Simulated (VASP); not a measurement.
# ZrB2 (P4_2/nnm) in VASP: relaxation of cell and atoms with PBE

Aim: the relaxation of cell and atoms of ZrB2 with PBE.

All numbers are computed with VASP 6.6.1; they aren't measurements. Logs are shortened: lines on timing, memory, paths and dates and some standing lists are left out, and cuts for length are marked.

### Step 1. The cell of the first run

Symmetry: P4_2/nnm, No. 134, tetragonal system. The conventional cell has a = 6.401 Å, b = 6.401 Å, c = 2.611 Å, α = 90.00°, β = 90.00°, γ = 90.00°. Within 3.1 Å of Zr (site symmetry -42m) lie 8 B at 2.36 to 2.99 Å and 2 Zr at 2.61 Å. B (site symmetry 2/m) has 4 Zr at 2.36 to 2.99 Å and 2 B at 2.61 Å within 3.1 Å.

### Step 2. Relaxation of cell and atoms, PBE

INCAR reads:

```
PREC = Accurate
ENCUT = 600
EDIFF = 1E-7
ISMEAR = 0
SIGMA = 0.1
LREAL = F
LASPH = T
NELM = 100
ALGO = Normal
ISIF = 3
LWAVE = F
LCHARG = F
GGA = PE
IBRION = 2
NSW = 100
EDIFFG = -0.01
```

KPOINTS reads:

```
Automatic mesh
0
Gamma
  6 6 14
```

POSCAR reads:

```
ZrB2
1.0
    6.4010243062      0.0000000000      0.0000000000
    0.0000000000      6.4010243062      0.0000000000
    0.0000000000      0.0000000000      2.6111780539
Zr B
2 4
Direct
    0.5000000000      0.5000000000      0.0000000000
    0.0000000000      0.0000000000      0.5000000000
    0.2500000000      0.7500000000      0.7500000000
    0.7500000000      0.2500000000      0.7500000000
    0.7500000000      0.7500000000      0.2500000000
    0.2500000000      0.2500000000      0.2500000000
```

Potentials or basis: VASP PAW PBE potentials, release 64 (Zr_sv, B).

On the command line:

```bash
$ cat potpaw_PBE.64/Zr_sv/POTCAR potpaw_PBE.64/B/POTCAR > POTCAR
$ mpirun -np 1 vasp_std > vasp.out
```

OUTCAR:

```text
PREC = Accurate
   ENCUT = 600
   EDIFF = 1E-7
   ISMEAR = 0
   LREAL = F
   LASPH = T
   NELM = 100
   ISIF = 3
   GGA = PE
   IBRION = 2
   NSW = 100
   EDIFFG = -0.01

 ion  position               nearest neighbor table
   1  0.500  0.500  0.000-   3 2.36   4 2.36   5 2.36   6 2.36   3 2.99   4 2.99   5 2.99   6 2.99

   2  0.000  0.000  0.500-   3 2.36   4 2.36   5 2.36   6 2.36   5 2.99   6 2.99   3 2.99   4 2.99

   3  0.250  0.750  0.750-   1 2.36   2 2.36   2 2.99   1 2.99
   4  0.750  0.250  0.750-   1 2.36   2 2.36   2 2.99   1 2.99
   5  0.750  0.750  0.250-   1 2.36   2 2.36   1 2.99   2 2.99
   6  0.250  0.250  0.250-   1 2.36   2 2.36   1 2.99   2 2.99

  LATTYP: Found a simple tetragonal cell.
 ALAT       =     6.4010243062
 C/A-ratio  =     0.4079312824

  Lattice vectors:

 A1 = (   6.4010243062,   0.0000000000,   0.0000000000)
 A2 = (   0.0000000000,   6.4010243062,   0.0000000000)
 A3 = (   0.0000000000,   0.0000000000,   2.6111780539)

Analysis of symmetry for initial positions (statically):
=====================================================================
 Subroutine PRICEL returns:
 Original cell was already a primitive cell.

 Routine SETGRP: Setting up the symmetry group for a
 simple tetragonal supercell.

 Subroutine GETGRP returns: Found 16 space group operations
 (whereof  8 operations were pure point group operations)
 out of a pool of 16 trial point group operations.

The static configuration has the point symmetry D_2d.
 The point group associated with its full space group is D_4h.

Analysis of symmetry for dynamics (positions and initial velocities):
=====================================================================
 Subroutine PRICEL returns:
 Original cell was already a primitive cell.

 Routine SETGRP: Setting up the symmetry group for a
 simple tetragonal supercell.

 Subroutine GETGRP returns: Found 16 space group operations
 (whereof  8 operations were pure point group operations)
 out of a pool of 16 trial point group operations.

The dynamic configuration has the point symmetry D_2d.
 The point group associated with its full space group is D_4h.

 Subroutine INISYM returns: Found 16 space group operations
 (whereof  8 operations are pure point group operations),
 and found     1 'primitive' translations

----------------------------------------------------------------------------------------

                                     Primitive cell

  volume of cell :     106.9881

  direct lattice vectors                    reciprocal lattice vectors
     6.401024306  0.000000000  0.000000000     0.156224997  0.000000000  0.000000000
     0.000000000  6.401024306  0.000000000     0.000000000  0.156224997  0.000000000
     0.000000000  0.000000000  2.611178054     0.000000000  0.000000000  0.382968905

  length of vectors
     6.401024306  6.401024306  2.611178054     0.156224997  0.156224997  0.382968905

  position of ions in fractional coordinates (direct lattice)
     0.500000000  0.500000000  0.000000000
     0.000000000  0.000000000  0.500000000
     0.250000000  0.750000000  0.750000000
     0.750000000  0.250000000  0.750000000
     0.750000000  0.750000000  0.250000000
     0.250000000  0.250000000  0.250000000

  ion indices of the primitive-cell ions
   primitive index   ion index
                 1           1
                 2           2
                 3           3
                 4           4
                 5           5
                 6           6

----------------------------------------------------------------------------------------

 KPOINTS: Automatic mesh

Automatic generation of k-mesh.
 Grid dimensions read from file:
 generate k-points for:    6    6   14

 Generating k-lattice:

  Cartesian coordinates                     Fractional coordinates (reciprocal lattice)
     0.026037499  0.000000000  0.000000000     0.166666667  0.000000000  0.000000000
     0.000000000  0.026037499  0.000000000     0.000000000  0.166666667  0.000000000
     0.000000000  0.000000000  0.027354922     0.000000000  0.000000000  0.071428571

  Length of vectors
     0.026037499  0.026037499  0.027354922

  Shift w.r.t. Gamma in fractional coordinates (k-lattice)
     0.000000000  0.000000000  0.000000000

 Subroutine IBZKPT returns following result:
 ===========================================

 Found     80 irreducible k-points:

 Following reciprocal coordinates:
            Coordinates               Weight
  0.000000  0.000000  0.000000      1.000000
  0.166667  0.000000  0.000000      4.000000
  0.333333  0.000000  0.000000      4.000000
  0.500000  0.000000  0.000000      2.000000
  0.166667  0.166667  0.000000      4.000000
  0.333333  0.166667  0.000000      8.000000
[... 16 lines left out ...]
  0.333333  0.000000  0.142857      8.000000
  0.500000  0.000000  0.142857      4.000000
 [... further k-points ...]
   k-points           NKPTS =     80   k-points in BZ     NKDIM =     80   number of bands    NBANDS=     22
   number of dos      NEDOS =    301   number of ions     NIONS =      6
   total plane-waves  NPLWV =  69984
   dimension x,y,z NGX =    54 NGY =   54 NGZ =   24
   dimension x,y,z NGXF=   108 NGYF=  108 NGZF=   48
   ions per type =               2   4
   NGX,Y,Z   is equivalent  to a cutoff of  14.02, 14.02, 15.28 a.u.
   NGXF,Y,Z  is equivalent  to a cutoff of  28.05, 28.05, 30.56 a.u.
 SYSTEM =  unknown system
   PREC   = accura    normal or accurate (medium, high low for compatibility)
   ISTART =      0    job   : 0-new  1-cont  2-samecut
   ICHARG =      2    charge: 1-file 2-atom 10-const
   ISPIN  =      1    spin polarized calculation?
   LNONCOLLINEAR =      F non collinear calculations
   LSORBIT =      F    spin-orbit coupling
   LASPH  =      T    aspherical Exc in radial PAW
   ENCUT  =  600.0 eV  44.10 Ry    6.64 a.u.  12.78 12.78  5.22*2*pi/ulx,y,z
   NELM   =    100;   NELMIN=  2; NELMDL= -5     # of ELM steps
   EDIFF  = 0.1E-06   stopping-criterion for ELM
   LREAL  =      F    real-space projection
   EDIFFG = -.1E-01   stopping-criterion for IOM
   NSW    =    100    number of steps for IOM
   IBRION =      2    ionic relax: 0-MD 1-quasi-New 2-CG
   NFREE  =      1    steps in history (QN), initial steepest desc. (CG)
   ISIF   =      3    stress and relaxation
   ISYM   =      2    0-nonsym 1-usesym 2-fastsym
   POTIM  = 0.5000    time-step for ionic-motion
   TEBEG  =    0.0;   TEEND  =   0.0 temperature during run
   PSTRESS=    0.0 pullay stress
   NELECT =      36.0000    total number of electrons
   NUPDOWN=      -1.0000    fix difference up-down
   EMIN   =  10.00;   EMAX   =-10.00  energy-range for DOS
   EFERMI =   0.00;   METHOD = LEGACY
   ISMEAR =     0;   SIGMA  =   0.10  broadening in eV -4-tet -1-fermi 0-gaus
   EFERMI_NEDOS =   21; number of points for ismear=-14 and -15
   IALGO  =     38    algorithm
   IMIX   =      4    mixing-type and parameters
     AMIX     =   0.40;   BMIX     =  1.00
     AMIX_MAG =   1.60;   BMIX_MAG =  1.00
  volume/ion in A,a.u.               =      17.83       120.33
  Fermi-wavevector in a.u.,A,eV,Ry     =   1.138668  2.151771 17.640841  1.296565
  Thomas-Fermi vector in A             =   2.275372
   LORBIT       =      0    0 simple, 1 ext, 2 COOP (PROOUT), +10 PAW based schemes
   GGA     = PE    functional components
   LHFCALC =     F    Hartree Fock is set to
   AEXX    =    0.0000 exact exchange contribution
   IVDW    =     0    specifies the selected vdW correction
   LEPSILON=     F    determine dielectric tensor
   LRPA    =     F    only Hartree local field effects (RPA)
 conjugate gradient relaxation of ions
 non-spin polarized calculation
 Gauss-broadening in eV      SIGMA  =   0.10
  energy-cutoff  :      600.00
  volume of cell :      106.99
 maximum number of plane-waves:      3618
 NGX is ok and might be reduce to    54
   NGX = 25   NGY = 25   NGZ = 11

--------------------------------------- Ionic step        1  -------------------------------------------

 number of electron      36.0000000 magnetization

 Free energy of the ion-electron system (eV)
  ---------------------------------------------------
  ext. energy  EPLUGINS =         0.00000000
  ---------------------------------------------------
  free energy    TOTEN  =       -33.47806773 eV

  energy without entropy =      -33.45563318  energy(sigma->0) =      -33.46685046

------------------------ aborting loop because EDIFF is reached ----------------------------------------

  FORCE on cell =-STRESS in cart. coord.  units (eV):
  Direction    XX          YY          ZZ          XY          YZ          ZX
  --------------------------------------------------------------------------------------
  -------------------------------------------------------------------------------------
  Total        0.3656804      0.3656804     -1.3396875      0.0000000      0.0000000      0.0000000
  in kB        5.4761687      5.4761687    -20.0622043      0.0000000      0.0000000      0.0000000
  external PRESSURE =      -3.0366223 kB  Pullay stress =       0.0000000 kB
[... 65 lines left out ...]
  energy  without entropy=      -33.4687038442  energy(sigma->0) =      -33.47973845

--------------------------------------- Ionic step        3  -------------------------------------------

 number of electron      36.0000000 magnetization

 Free energy of the ion-electron system (eV)
  ---------------------------------------------------
  ext. energy  EPLUGINS =         0.00000000
  ---------------------------------------------------
  free energy    TOTEN  =       -33.49516338 eV

  energy without entropy =      -33.47288606  energy(sigma->0) =      -33.48402472

 E-fermi :   3.8617     XC(G=0):  -9.6435

 val. band max:        3.8553121321   @ k =   0.3333   0.0000   0.1429
 cond. band min:       3.8668148809   @ k =   0.1667   0.0000   0.4286
 fundamental gap:      0.0115027488
 Fermi energy:         3.8616815710

 k-point     1 :       0.0000    0.0000    0.0000
  band No.  band energies     occupation
      1     -44.0533      2.00000
      2     -44.0529      2.00000
      3     -22.1123      2.00000
      4     -22.1123      2.00000
      5     -22.0949      2.00000
      6     -22.0949      2.00000
[... 574 lines left out ...]
      6     -22.0198      2.00000
[... 14 lines left out ...]
     21       6.2901      0.00000
     22       6.2901      0.00000

 [... further k-points ...]
[... 5 lines left out ...]
  --------------------------------------------------------------------------------------
  -------------------------------------------------------------------------------------
  Total        0.0200403      0.0200403     -0.0489232      0.0000000      0.0000000      0.0000000
  in kB        0.3030385      0.3030385     -0.7397910      0.0000000      0.0000000      0.0000000
  external PRESSURE =      -0.0445713 kB  Pullay stress =       0.0000000 kB
[... 21 lines left out ...]
  FREE ENERGIE OF THE ION-ELECTRON SYSTEM (eV)
  ---------------------------------------------------
  free  energy   TOTEN  =       -33.4951633781 eV

  energy  without entropy=      -33.4728860569  energy(sigma->0) =      -33.48402472

 reached required accuracy - stopping structural energy minimisation
```

It took 5.7 min on 1 thread of Intel Xeon 6975P-C (Granite Rapids), shared host; peak memory 0.39 GiB.

Results:

```
Free energy                            : -33.4952 eV
Relaxed volume                         : 17.66 Å³/atom
Relaxed cell                           : a = 6.437 Å, b = 6.437 Å, c = 2.557 Å, α = 90.00°, β = 90.00°, γ = 90.00°
Space group after relaxing (to 0.05 Å) : P4_2/nnm (No. 134)
Energy gained by relaxing              : 2.8 meV/atom
Ionic steps                            : 3
Pressure after relaxing                : 0.0 GPa
Band gap on the k mesh                 : zero (band 18 reaches 4.74 eV, above the bottom of band 19 at 3.05 eV)
```

Stress tensor (GPa, compression positive):
```
 0.03  0.00  0.00
 0.00  0.03  0.00
 0.00  0.00 -0.07
```

The path:
```
step  energy change (eV)  largest force (eV/Å)  pressure (GPa)  volume (Å³)
   1              0.0000                0.0000           -0.30       106.99
   2             -0.0127                0.0000           -0.16       106.46
   3             -0.0171                0.0000            0.00       105.95
```

Final structure:
```
Zr B
1.0
     6.43743    0.00000    0.00000
     0.00000    6.43743    0.00000
     0.00000    0.00000    2.55676
Zr B
2 4
Direct
  0.50000 0.50000 0.00000
  0.00000 0.00000 0.50000
  0.25000 0.75000 0.75000
  0.75000 0.25000 0.75000
  0.75000 0.75000 0.25000
  0.25000 0.25000 0.25000
```

Levels at points of the mesh, in eV from the Fermi level:
```
           k point  band 15  band 16  band 17  band 18  band 19  band 20  band 21  band 22
(0.00, 0.00, 0.00)    -1.77    -1.31    -1.20    -0.68    -0.68     1.46     2.22     2.22
(0.50, 0.00, 0.00)    -1.47    -1.47    -0.98    -0.98    -0.60    -0.60     2.22     2.22
(0.50, 0.50, 0.00)    -1.22    -1.22    -1.15    -1.15     0.42     0.42     0.47     0.47
(0.00, 0.00, 0.50)    -2.06    -2.06     0.13     0.13     0.73     0.73     1.17     1.17
(0.50, 0.00, 0.50)    -1.23    -1.23    -1.03    -1.03    -0.81    -0.81     1.61     1.61
(0.50, 0.50, 0.50)    -2.42    -2.30    -0.08     0.10     0.10     1.27     1.79     1.79
```
